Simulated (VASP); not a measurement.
# HfN (F-43m) in VASP: further runs

Runs on HfN. Level: LDA. Tasks: single point.

Program: VASP 6.6.1. These are calculated values, not measurements. Logs are shortened: lines on timing, memory, paths and dates and some standing lists are left out, and cuts for length are marked.

**1. The cell of the first run**

Symmetry: F-43m, No. 216, cubic system. The conventional cell has a = 4.910 Å, b = 4.910 Å, c = 4.910 Å, α = 90.00°, β = 90.00°, γ = 90.00°. Hf (site symmetry -43m) has 4 N at 2.13 Å within 2.8 Å. Within 2.8 Å of N (site symmetry -43m) lie 4 Hf at 2.13 Å.

**2. Single point, LDA**

INCAR reads:

```
PREC     = Accurate       # precision mode
ENCUT    = 520            # plane-wave cutoff, eV
EDIFF    = 1E-7           # SCF threshold, eV
ISMEAR   = -1             # smearing method
SIGMA    = 0.05           # smearing width, eV
LREAL    = F              # projectors in reciprocal space
LASPH    = T              # aspherical terms in the spheres
NELM     = 60             # most SCF steps
ALGO     = Normal         # electronic algorithm
ISIF     = 2              # what is computed and relaxed
LWAVE    = F              # write WAVECAR
LCHARG   = F              # write CHGCAR
NBANDS   = 14             # bands
```

KPOINTS reads:

```
Automatic mesh
0
Gamma
  9 9 9
```

POSCAR reads:

```
HfN
1.0
    0.0000000000      2.4548220000      2.4548220000
    2.4548220000      0.0000000000      2.4548220000
    2.4548220000      2.4548220000      0.0000000000
Hf N
1 1
Direct
    0.0000000000      0.0000000000      0.0000000000
    0.2500000000      0.2500000000      0.2500000000
```

Potentials or basis: VASP PAW LDA potentials, release 64 (Hf_pv, N).

Launch:

```sh
cat potpaw_LDA.64/Hf_pv/POTCAR potpaw_LDA.64/N/POTCAR > POTCAR
mpirun -np 1 vasp_std > vasp.out
```

OUTCAR:

```text
PREC = Accurate
   ENCUT = 520
   EDIFF = 1E-7
   ISMEAR = -1
   LREAL = F
   LASPH = T
   NELM = 60
   ISIF = 2

 ion  position               nearest neighbor table
   1  0.000  0.000  0.000-   2 2.13   2 2.13   2 2.13   2 2.13
   2  0.250  0.250  0.250-   1 2.13   1 2.13   1 2.13   1 2.13

  LATTYP: Found a face centered cubic cell.
 ALAT       =     4.9096440000

  Lattice vectors:

 A1 = (   0.0000000000,   2.4548220000,   2.4548220000)
 A2 = (   2.4548220000,   0.0000000000,   2.4548220000)
 A3 = (   2.4548220000,   2.4548220000,   0.0000000000)

Analysis of symmetry for initial positions (statically):
=====================================================================
 Subroutine PRICEL returns:
 Original cell was already a primitive cell.

 Routine SETGRP: Setting up the symmetry group for a
 face centered cubic supercell.

 Subroutine GETGRP returns: Found 24 space group operations
 (whereof 24 operations were pure point group operations)
 out of a pool of 48 trial point group operations.

The static configuration has the point symmetry T_d .

Analysis of symmetry for dynamics (positions and initial velocities):
=====================================================================
 Subroutine PRICEL returns:
 Original cell was already a primitive cell.

 Routine SETGRP: Setting up the symmetry group for a
 face centered cubic supercell.

 Subroutine GETGRP returns: Found 24 space group operations
 (whereof 24 operations were pure point group operations)
 out of a pool of 48 trial point group operations.

The dynamic configuration has the point symmetry T_d .

 Subroutine INISYM returns: Found 24 space group operations
 (whereof 24 operations are pure point group operations),
 and found     1 'primitive' translations

----------------------------------------------------------------------------------------

                                     Primitive cell

  volume of cell :      29.5863

  direct lattice vectors                    reciprocal lattice vectors
     0.000000000  2.454822000  2.454822000    -0.203680756  0.203680756  0.203680756
     2.454822000  0.000000000  2.454822000     0.203680756 -0.203680756  0.203680756
     2.454822000  2.454822000  0.000000000     0.203680756  0.203680756 -0.203680756

  length of vectors
     3.471642566  3.471642566  3.471642566     0.352785417  0.352785417  0.352785417

  position of ions in fractional coordinates (direct lattice)
     0.000000000  0.000000000  0.000000000
     0.250000000  0.250000000  0.250000000

  ion indices of the primitive-cell ions
   primitive index   ion index
                 1           1
                 2           2

----------------------------------------------------------------------------------------

 KPOINTS: Automatic mesh

Automatic generation of k-mesh.
 Grid dimensions read from file:
 generate k-points for:    9    9    9

 Generating k-lattice:

  Cartesian coordinates                     Fractional coordinates (reciprocal lattice)
    -0.022631195  0.022631195  0.022631195     0.111111111  0.000000000  0.000000000
     0.022631195 -0.022631195  0.022631195     0.000000000  0.111111111  0.000000000
     0.022631195  0.022631195 -0.022631195     0.000000000  0.000000000  0.111111111

  Length of vectors
     0.039198380  0.039198380  0.039198380

  Shift w.r.t. Gamma in fractional coordinates (k-lattice)
     0.000000000  0.000000000  0.000000000

 Subroutine IBZKPT returns following result:
 ===========================================

 Found     35 irreducible k-points:

 Following reciprocal coordinates:
            Coordinates               Weight
  0.000000  0.000000  0.000000      1.000000
  0.111111  0.000000  0.000000      8.000000
  0.222222  0.000000  0.000000      8.000000
  0.333333  0.000000  0.000000      8.000000
  0.444444  0.000000  0.000000      8.000000
  0.111111  0.111111  0.000000      6.000000
[... 16 lines left out ...]
 -0.333333  0.333333  0.000000     12.000000
  0.444444  0.444444  0.000000      6.000000
 [... further k-points ...]
   k-points           NKPTS =     35   k-points in BZ     NKDIM =     35   number of bands    NBANDS=     14
   number of dos      NEDOS =    301   number of ions     NIONS =      2
   total plane-waves  NPLWV =  21952
   dimension x,y,z NGX =    28 NGY =   28 NGZ =   28
   dimension x,y,z NGXF=    56 NGYF=   56 NGZF=   56
   ions per type =               1   1
   NGX,Y,Z   is equivalent  to a cutoff of  13.41, 13.41, 13.41 a.u.
   NGXF,Y,Z  is equivalent  to a cutoff of  26.82, 26.82, 26.82 a.u.
 SYSTEM =  unknown system
   PREC   = accura    normal or accurate (medium, high low for compatibility)
   ISTART =      0    job   : 0-new  1-cont  2-samecut
   ICHARG =      2    charge: 1-file 2-atom 10-const
   ISPIN  =      1    spin polarized calculation?
   LNONCOLLINEAR =      F non collinear calculations
   LSORBIT =      F    spin-orbit coupling
   LASPH  =      T    aspherical Exc in radial PAW
   ENCUT  =  520.0 eV  38.22 Ry    6.18 a.u.   6.45  6.45  6.45*2*pi/ulx,y,z
   NELM   =     60;   NELMIN=  2; NELMDL= -5     # of ELM steps
   EDIFF  = 0.1E-06   stopping-criterion for ELM
   LREAL  =      F    real-space projection
   EDIFFG = 0.1E-05   stopping-criterion for IOM
   NSW    =      0    number of steps for IOM
   IBRION =     -1    ionic relax: 0-MD 1-quasi-New 2-CG
   NFREE  =      0    steps in history (QN), initial steepest desc. (CG)
   ISIF   =      2    stress and relaxation
   ISYM   =      2    0-nonsym 1-usesym 2-fastsym
   POTIM  = 0.5000    time-step for ionic-motion
   TEBEG  =    0.0;   TEEND  =   0.0 temperature during run
   PSTRESS=    0.0 pullay stress
   NELECT =      15.0000    total number of electrons
   NUPDOWN=      -1.0000    fix difference up-down
   EMIN   =  10.00;   EMAX   =-10.00  energy-range for DOS
   EFERMI =   0.00;   METHOD = LEGACY
   ISMEAR =    -1;   SIGMA  =   0.05  broadening in eV -4-tet -1-fermi 0-gaus
   EFERMI_NEDOS =   21; number of points for ismear=-14 and -15
   IALGO  =     38    algorithm
   IMIX   =      4    mixing-type and parameters
     AMIX     =   0.40;   BMIX     =  1.00
     AMIX_MAG =   1.60;   BMIX_MAG =  1.00
  volume/ion in A,a.u.               =      14.79        99.83
  Fermi-wavevector in a.u.,A,eV,Ry     =   1.305395  2.466839 23.185087  1.704056
  Thomas-Fermi vector in A             =   2.436267
   LORBIT       =      0    0 simple, 1 ext, 2 COOP (PROOUT), +10 PAW based schemes
   GGA     = CA    functional components
   LHFCALC =     F    Hartree Fock is set to
   AEXX    =    0.0000 exact exchange contribution
   IVDW    =     0    specifies the selected vdW correction
   LEPSILON=     F    determine dielectric tensor
   LRPA    =     F    only Hartree local field effects (RPA)
 non-spin polarized calculation
  energy-cutoff  :      520.00
  volume of cell :       29.59
 maximum number of plane-waves:       821
 NGX is ok and might be reduce to    28
   NGX = 13   NGY = 13   NGZ = 13

 number of electron      15.0000001 magnetization

 Free energy of the ion-electron system (eV)
  ---------------------------------------------------
  ext. energy  EPLUGINS =         0.00000000
  ---------------------------------------------------
  free energy    TOTEN  =       -23.01905896 eV

  energy without entropy =      -23.01350486  energy(sigma->0) =      -23.01628191

 E-fermi :   5.5672     XC(G=0): -11.5065

 val. band max:        5.5508216881   @ k =  -0.2222   0.3333   0.1111
 cond. band min:       5.5804598715   @ k =   0.1111   0.0000   0.0000
 fundamental gap:      0.0296381834
 Fermi energy:         5.5672202367

 k-point     1 :       0.0000    0.0000    0.0000
  band No.  band energies     occupation
      1     -25.3638      2.00000
      2     -25.3638      2.00000
      3     -25.3638      2.00000
      4     -10.3463      2.00000
      5       0.1179      2.00000
      6       0.1179      2.00000
      7       0.1179      2.00000
      8       4.9478      1.99999
      9       7.6901      0.00000
     10       7.6901      0.00000
     11      12.1108      0.00000
     12      12.1108      0.00000
     13      12.1108      0.00000
     14      16.9659      0.00000

 k-point     2 :       0.1111    0.0000    0.0000
  band No.  band energies     occupation
      1     -25.4227      2.00000
      2     -25.3713      2.00000
      3     -25.3713      2.00000
      4     -10.1989      2.00000
      5      -0.1290      2.00000
      6       0.2065      2.00000
      7       0.2065      2.00000
      8       5.5805      0.86837
      9       7.5040      0.00000
     10       7.5040      0.00000
     11      11.8014      0.00000
     12      12.3697      0.00000
     13      12.3697      0.00000
     14      16.9401      0.00000

 k-point     3 :       0.2222    0.0000    0.0000
  band No.  band energies     occupation
      1     -25.5684      2.00000
      2     -25.3904      2.00000
      3     -25.3904      2.00000
      4      -9.8420      2.00000
      5      -0.4467      2.00000
      6       0.4120      2.00000
      7       0.4120      2.00000
      8       6.8312      0.00000
      9       7.2998      0.00000
     10       7.2998      0.00000
     11      11.2331      0.00000
     12      12.5371      0.00000
     13      12.5371      0.00000
     14      14.6881      0.00000
[... 324 lines left out ...]
 k-point    23 :      -0.3333    0.3333    0.0000
  band No.  band energies     occupation
      1     -25.7456      2.00000
      2     -25.6316      2.00000
      3     -25.4733      2.00000
      4      -8.9212      2.00000
      5      -0.2134      2.00000
      6       0.8653      2.00000
      7       1.3737      2.00000
      8       4.8045      2.00000
      9       7.6083      0.00000
     10       8.0110      0.00000
     11      11.5136      0.00000
     12      11.6816      0.00000
     13      13.8646      0.00000
     14      15.4273      0.00000

 k-point    24 :       0.4444    0.4444    0.0000
  band No.  band energies     occupation
      1     -25.8252      2.00000
      2     -25.5217      2.00000
      3     -25.5217      2.00000
      4      -8.8852      2.00000
      5      -1.3358      2.00000
      6       1.9158      2.00000
      7       1.9158      2.00000
      8       4.4564      2.00000
      9       7.8714      0.00000
     10       9.4090      0.00000
     11      10.3060      0.00000
     12      10.3060      0.00000
     13      14.4714      0.00000
     14      16.9428      0.00000

 [... further k-points ...]
[... 5 lines left out ...]
  --------------------------------------------------------------------------------------
  -------------------------------------------------------------------------------------
  Total       -1.8477508     -1.8477508     -1.8477508      0.0000000     -0.0000000      0.0000000
  in kB     -100.0607995   -100.0607995   -100.0607995      0.0000000     -0.0000000      0.0000000
  external PRESSURE =    -100.0607995 kB  Pullay stress =       0.0000000 kB

 VOLUME and BASIS-vectors are now :
 -----------------------------------------------------------------------------
  energy-cutoff  :      520.00
  volume of cell :       29.59
      direct lattice vectors                 reciprocal lattice vectors
     0.000000000  2.454822000  2.454822000    -0.203680756  0.203680756  0.203680756
     2.454822000  0.000000000  2.454822000     0.203680756 -0.203680756  0.203680756
     2.454822000  2.454822000  0.000000000     0.203680756  0.203680756 -0.203680756

 POSITION                                       TOTAL-FORCE (eV/Angst)
 -----------------------------------------------------------------------------------
      0.00000      0.00000      0.00000         0.000000      0.000000      0.000000
      1.22741      1.22741      1.22741        -0.000000     -0.000000     -0.000000
 -----------------------------------------------------------------------------------
    total drift:                               -0.000000     -0.000000     -0.000000

  FREE ENERGIE OF THE ION-ELECTRON SYSTEM (eV)
  ---------------------------------------------------
  free  energy   TOTEN  =       -23.0190589628 eV

  energy  without entropy=      -23.0135048606  energy(sigma->0) =      -23.01628191
```

Wall time 22 s (1 thread of AMD EPYC 7R43 (Zen 3), shared host); peak memory 0.11 GiB.

What came out:

```
Free energy : -23.0191 eV
Pressure    : -10.0 GPa
```

Caveat: spin-orbit coupling is left out, which moves the levels of the heavy elements.

**3. Single point, LDA (volume scaled by 1.02)**

INCAR reads:

```
PREC = Accurate
ENCUT = 520
EDIFF = 1E-6
ISMEAR = -1
SIGMA = 0.05
LREAL = False
LASPH = True
NELM = 100
ALGO = Normal
ISIF = 2
LWAVE = False
LCHARG = False
GGA = CA
NBANDS = 14
```

KPOINTS is that of step 2.

POSCAR reads:

```
HfN
1.0
    0.0000000000      2.4710795731      2.4710795731
    2.4710795731      0.0000000000      2.4710795731
    2.4710795731      2.4710795731      0.0000000000
Hf N
1 1
Direct
    0.0000000000      0.0000000000      0.0000000000
    0.2500000000      0.2500000000      0.2500000000
```

Potentials or basis: VASP PAW LDA potentials, release 64 (Hf_pv, N).

Launch:

```sh
cat potpaw_LDA.64/Hf_pv/POTCAR potpaw_LDA.64/N/POTCAR > POTCAR
mpirun -np 1 vasp_std > vasp.out
```

It took 25 s on 1 thread of AMD EPYC 7R43 (Zen 3), shared host; peak memory 0.11 GiB.

It converged, with:

| Quantity | Value |
| --- | --- |
| Free energy | -22.9762 eV |
| Pressure | -13.3 GPa |

Levels at points of the mesh, in eV from the Fermi level:
```csv
k point,band 5,band 6,band 7,band 8,band 9,band 10,band 11,band 12
"(0.00, 0.00, 0.00)",-5.35,-5.35,-5.35,-0.66,2.08,2.08,6.42,6.42
```

Caveat: spin-orbit coupling is left out, which moves the levels of the heavy elements.
